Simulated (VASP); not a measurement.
# CoSi2 (fluorite type) (Fm-3m) in VASP: notebook, part 2 of 2

VASP 6.6.1. Earlier steps stand in the parts before.

## (3) Single point, PBEsol (10.99 Å³/atom)

This run uses another cell than the first one, of 10.99 Å³/atom.

INCAR

```
SYSTEM = CoSi2
  PREC = Accurate
  ENCUT = 600
  EDIFF = 1E-6
  ISMEAR = -1
  SIGMA = 0.1
  LREAL = .False.
  LASPH = .True.
  NELM = 120
  ALGO = Normal
  ISIF = 2
  LWAVE = .False.
  LCHARG = .True.
  GGA = PS
  LELF = .True.
  LVHAR = .True.
  NBANDS = 16
  GGA_COMPAT = .False.
```

KPOINTS

```
regular mesh
0
Gamma
  11 11 11
  0 0 0
```

POSCAR

```
CoSi2
1.0
    0.0000000000      2.5454187223      2.5454187223
    2.5454187223      0.0000000000      2.5454187223
    2.5454187223      2.5454187223      0.0000000000
Co Si
1 2
Direct
    0.0000000000      0.0000000000      0.0000000000
    0.2500000000      0.2500000000      0.2500000000
    0.7500000000      0.7500000000      0.7500000000
```

Potentials or basis: VASP PAW PBE potentials, release 64 (Co, Si).

Launch:

```sh
cat potpaw_PBE.64/Co/POTCAR potpaw_PBE.64/Si/POTCAR > POTCAR
mpirun -np 1 vasp_std > vasp.out
```

OUTCAR:

```text
SYSTEM = CoSi2
   PREC = Accurate
   ENCUT = 600
   EDIFF = 1E-6
   ISMEAR = -1
   LREAL = .False.
   LASPH = .True.
   NELM = 120
   ISIF = 2
   GGA = PS

 ion  position               nearest neighbor table
   1  0.000  0.000  0.000-   3 2.20   3 2.20   3 2.20   2 2.20   3 2.20   2 2.20   2 2.20   2 2.20

   2  0.250  0.250  0.250-   1 2.20   1 2.20   1 2.20   1 2.20   3 2.55   3 2.55   3 2.55   3 2.55
                             3 2.55   3 2.55
   3  0.750  0.750  0.750-   1 2.20   1 2.20   1 2.20   1 2.20   2 2.55   2 2.55   2 2.55   2 2.55
                             2 2.55   2 2.55
[... 646 lines left out ...]
     15      20.2759      0.00000
     16      22.7930      0.00000

 [... further k-points ...]
[... 5 lines left out ...]
  --------------------------------------------------------------------------------------
  -------------------------------------------------------------------------------------
  Total        6.8367366      6.8367366      6.8367366      0.0000000     -0.0000000      0.0000000
  in kB      332.0868905    332.0868905    332.0868905      0.0000000     -0.0000000      0.0000000
  external PRESSURE =     332.0868905 kB  Pullay stress =       0.0000000 kB

 VOLUME and BASIS-vectors are now :
 -----------------------------------------------------------------------------
  energy-cutoff  :      600.00
  volume of cell :       32.98
      direct lattice vectors                 reciprocal lattice vectors
     0.000000000  2.545418722  2.545418722    -0.196431336  0.196431336  0.196431336
     2.545418722  0.000000000  2.545418722     0.196431336 -0.196431336  0.196431336
     2.545418722  2.545418722  0.000000000     0.196431336  0.196431336 -0.196431336

 POSITION                                       TOTAL-FORCE (eV/Angst)
 -----------------------------------------------------------------------------------
      0.00000      0.00000      0.00000         0.000000      0.000000     -0.000000
      1.27271      1.27271      1.27271        -0.000000     -0.000000     -0.000000
      3.81813      3.81813      3.81813         0.000000      0.000000      0.000000
 -----------------------------------------------------------------------------------
    total drift:                                0.000000     -0.000000     -0.000000

  FREE ENERGIE OF THE ION-ELECTRON SYSTEM (eV)
  ---------------------------------------------------
  free  energy   TOTEN  =       -20.5815839049 eV

  energy  without entropy=      -20.5540820913  energy(sigma->0) =      -20.56783300
```

OSZICAR:

```text
N       E                     dE             d eps       ncg     rms          rms(c)
DAV:   1     0.699458647730E+02    0.69946E+02   -0.77026E+03  1792   0.119E+03
DAV:   2    -0.183796920304E+02   -0.88326E+02   -0.79243E+02  1976   0.230E+02
DAV:   3    -0.221163433622E+02   -0.37367E+01   -0.36721E+01  2336   0.512E+01
DAV:   4    -0.221805586478E+02   -0.64215E-01   -0.64182E-01  2104   0.627E+00
DAV:   5    -0.221823433217E+02   -0.17847E-02   -0.17845E-02  2360   0.109E+00    0.175E+01
DAV:   6    -0.243549061480E+02   -0.21726E+01   -0.21169E+01  1968   0.999E+01    0.143E+01
DAV:   7    -0.206793736154E+02    0.36755E+01   -0.97541E+00  2264   0.786E+01    0.473E+00
DAV:   8    -0.206056202728E+02    0.73753E-01   -0.50114E-01  2008   0.459E+00    0.163E+00
DAV:   9    -0.205817061812E+02    0.23914E-01   -0.64327E-02  2280   0.506E+00    0.476E-01
DAV:  10    -0.205820144090E+02   -0.30823E-03   -0.74197E-03  2520   0.144E+00    0.233E-01
DAV:  11    -0.205815783886E+02    0.43602E-03   -0.13935E-03  2256   0.792E-01    0.369E-02
DAV:  12    -0.205815855837E+02   -0.71951E-05   -0.69851E-05  2064   0.688E-02    0.136E-02
DAV:  13    -0.205815836243E+02    0.19594E-05   -0.52886E-06  2328   0.430E-02    0.469E-03
DAV:  14    -0.205815839049E+02   -0.28059E-06   -0.30920E-07  1080   0.474E-03
   1 F= -.20581584E+02 E0= -.20567833E+02  d E =-.275018E-01
```

Wall time 73 s (1 thread of Intel Xeon 8259CL, shared host); peak memory 0.19 GiB.

Results:

```
Free energy            : -20.5816 eV
Pressure               : 33.2 GPa
Band gap on the k mesh : zero (an odd number of electrons rules out a gap without spin polarisation)
```

Levels at points of the mesh, in eV from the Fermi level:
```tsv
k point	band 6	band 7	band 8	band 9	band 10	band 11	band 12	band 13
(0.00, 0.00, 0.00)	-2.48	2.41	3.43	3.43	3.43	4.08	4.08	4.08
```

Caveat: the cell stands under pressure; the PAW data sets were made with another functional, which shifts forces and pressure a little; the run has no spin polarisation, though such a crystal can be magnetic.

## (4) Single point, PBEsol (11.74 Å³/atom)

This run uses another cell than the first one, of 11.74 Å³/atom.

INCAR

```
SYSTEM = CoSi2
ALGO = Normal
EDIFF = 1E-6
ENCUT = 600
GGA = PS
GGA_COMPAT = .FALSE.
ISIF = 2
ISMEAR = -1
LASPH = .TRUE.
LCHARG = .FALSE.
LREAL = .FALSE.
LWAVE = .FALSE.
NBANDS = 16
NELM = 120
PREC = Accurate
SIGMA = 0.1
```

KPOINTS

```
k-points
0
G
  11 11 11
  0 0 0
```

POSCAR

```
CoSi2
1.0
    0.0000000000      2.6020020115      2.6020020115
    2.6020020115      0.0000000000      2.6020020115
    2.6020020115      2.6020020115      0.0000000000
Co Si
1 2
Direct
    0.0000000000      0.0000000000      0.0000000000
    0.2500000000      0.2500000000      0.2500000000
    0.7500000000      0.7500000000      0.7500000000
```

Launch:

```sh
cat potpaw_PBE.64/Co/POTCAR potpaw_PBE.64/Si/POTCAR > POTCAR
mpirun -np 1 vasp_std > vasp.out
```

It took 70 s on 1 thread of Intel Xeon 8259CL, shared host; peak memory 0.19 GiB.

It converged, with:

```
Free energy            : -20.9057 eV
Pressure               : 13.9 GPa
Band gap on the k mesh : zero (an odd number of electrons rules out a gap without spin polarisation)
```

Levels at points of the mesh, in eV from the Fermi level:
```
           k point  band 5  band 6  band 7  band 8  band 9  band 10  band 11  band 12  band 13  band 14
(0.00, 0.00, 0.00)   -2.22   -2.22    1.67    3.43    3.43     3.43     3.78     3.78     3.78     6.05
```

Caveat: the cell stands under pressure; the PAW data sets were made with another functional, which shifts forces and pressure a little; the run has no spin polarisation, though such a crystal can be magnetic. Spin polarisation is off, so any magnetic state and its effect on volume and gap are missing.

## (5) Single point, PBEsol (11.74 Å³/atom)

This run uses another cell than the first one, of 11.74 Å³/atom.

INCAR

```
PREC = Accurate ; ENCUT = 600
EDIFF = 1E-6 ; ISMEAR = -1
SIGMA = 0.1 ; LREAL = False
LASPH = True ; NELM = 120
ALGO = Normal ; ISIF = 2
LWAVE = False ; LCHARG = False
GGA = PS ; NBANDS = 16
GGA_COMPAT = False
```

KPOINTS

```
regular mesh
0
Gamma
  11 11 11
```

POSCAR is that of step 4.

Launch:

```sh
cat potpaw_PBE.64/Co/POTCAR potpaw_PBE.64/Si/POTCAR > POTCAR
mpirun -np 1 vasp_std > vasp.out
```

Run time: 79 s. Hardware: 1 thread of Intel Xeon 8259CL, shared host; peak memory 0.19 GiB.

The run converged. Its results:

```
Free energy            : -20.9057 eV
Pressure               : 13.9 GPa
Band gap on the k mesh : zero (an odd number of electrons rules out a gap without spin polarisation)
```

Levels at points of the mesh, in eV from the Fermi level:
```csv
k point,band 6,band 7,band 8,band 9,band 10,band 11,band 12,band 13
"(0.00, 0.00, 0.00)",-2.22,1.67,3.43,3.43,3.43,3.78,3.78,3.78
```

Caveat: the cell stands under pressure; the PAW data sets were made with another functional, which shifts forces and pressure a little; the run has no spin polarisation, though such a crystal can be magnetic. Spin polarisation is off, so any magnetic state and its effect on volume and gap are missing.

## (6) Single point, PBEsol

This run uses another cell than the first one, of 12.49 Å³/atom.

INCAR

```
SYSTEM = CoSi2
ALGO = Normal
EDIFF = 1E-6
ENCUT = 600
GGA = PS
GGA_COMPAT = .FALSE.
ISIF = 2
ISMEAR = -1
LASPH = .TRUE.
LCHARG = .FALSE.
LREAL = .FALSE.
LWAVE = .FALSE.
NBANDS = 16
NELM = 120
PREC = Accurate
SIGMA = 0.1
```

KPOINTS

```
k-points
0
G
  11 11 11
  0 0 0
```

POSCAR

```
CoSi2
1.0
    0.0000000000      2.6562259186      2.6562259186
    2.6562259186      0.0000000000      2.6562259186
    2.6562259186      2.6562259186      0.0000000000
Co Si
1 2
Direct
    0.0000000000      0.0000000000      0.0000000000
    0.2500000000      0.2500000000      0.2500000000
    0.7500000000      0.7500000000      0.7500000000
```

Potentials or basis: VASP PAW PBE potentials, release 64 (Co, Si).

Launch:

```sh
cat potpaw_PBE.64/Co/POTCAR potpaw_PBE.64/Si/POTCAR > POTCAR
mpirun -np 1 vasp_std > vasp.out
```

Run time: 60 s. Hardware: 1 thread of Intel Xeon 8259CL, shared host; peak memory 0.19 GiB.

Results (log left out):

* Free energy: -20.9997 eV
* Pressure: 0.1 GPa
* Band gap on the k mesh: zero (an odd number of electrons rules out a gap without spin polarisation)

Levels at points of the mesh, in eV from the Fermi level:
```tsv
k point	band 6	band 7	band 8	band 9	band 10	band 11	band 12	band 13
(0.00, 0.00, 0.00)	-2.00	1.03	3.43	3.43	3.43	3.52	3.52	3.52
```

Caveat: the PAW data sets were made with another functional, which shifts forces and pressure a little; the run has no spin polarisation, though such a crystal can be magnetic. Spin polarisation is off, so any magnetic state and its effect on volume and gap are missing.

## (7) Summary

```tsv
cell	gap on the mesh (eV)	pressure (GPa)
a = 3.487 Å, angles 60.0°, 3 atoms	none	71.1
a = 3.600 Å, angles 60.0°, 3 atoms	none	33.2
a = 3.680 Å, angles 60.0°, 3 atoms	none	13.9
a = 3.756 Å, angles 60.0°, 3 atoms	none	0.1
```

Alike in all rows: task single point; level PBEsol; potentials or basis VASP PAW PBE potentials, release 64 (Co, Si); no spin polarisation; k mesh 11 × 11 × 11; cutoff (eV) 600; smearing fermi-dirac 0.1 eV.

Caveats: the PAW data sets were made with another functional, which shifts forces and pressure a little; the run has no spin polarisation, though such a crystal can be magnetic; the cell stands under pressure (at least some runs).

Absolute energies hang on the potentials; compare differences alone.
